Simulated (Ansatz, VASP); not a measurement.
# One calculation of ZnO, two programs

```
Zn O
1.0
     3.15016    0.00000    0.00000
    -1.57508    2.72812    0.00000
     0.00000    0.00000    5.08498
Zn O
2 2
Direct
  0.33333 0.66667 0.00158
  0.66667 0.33333 0.50158
  0.33333 0.66667 0.38052
  0.66667 0.33333 0.88052
```

Change from the starting cell: mode 4 frozen in at +0.000 Å, equal normal strain along x, y and z -0.0250.

Alike in both runs: task single point; functional PBEsol; k mesh 9 × 9 × 6; occupations gaussian, width 0.05 eV; no spin polarisation.

|  | VASP | Ansatz |
| --- | --- | --- |
| version | VASP 6.6.1 | Ansatz 0.2.0 |
| potentials or method | VASP PAW PBE potentials, release 64 (Zn, O), cutoff 520 eV | scalar-relativistic, plane waves, PAW |
| valence electrons in the cell | 36 | 36 |

Ansatz gave:

* gap on the k mesh at the Fermi level (eV): 0.80
* least direct gap on the mesh (eV): 0.80
* pressure (GPa): 13.0
* rms of the force components (eV/Å): 0.003

Q: What did VASP give for the same quantities?

A: gap on the k mesh at the Fermi level (eV): 0.80; least direct gap on the mesh (eV): 0.80; pressure (GPa): 14.3; rms of the force components (eV/Å): 0.004.

VASP's potentials were made for PBE, not for PBEsol, and Ansatz warns of the same on its side. Atom by atom the forces differ by 0.001 eV/Å (rms over components).
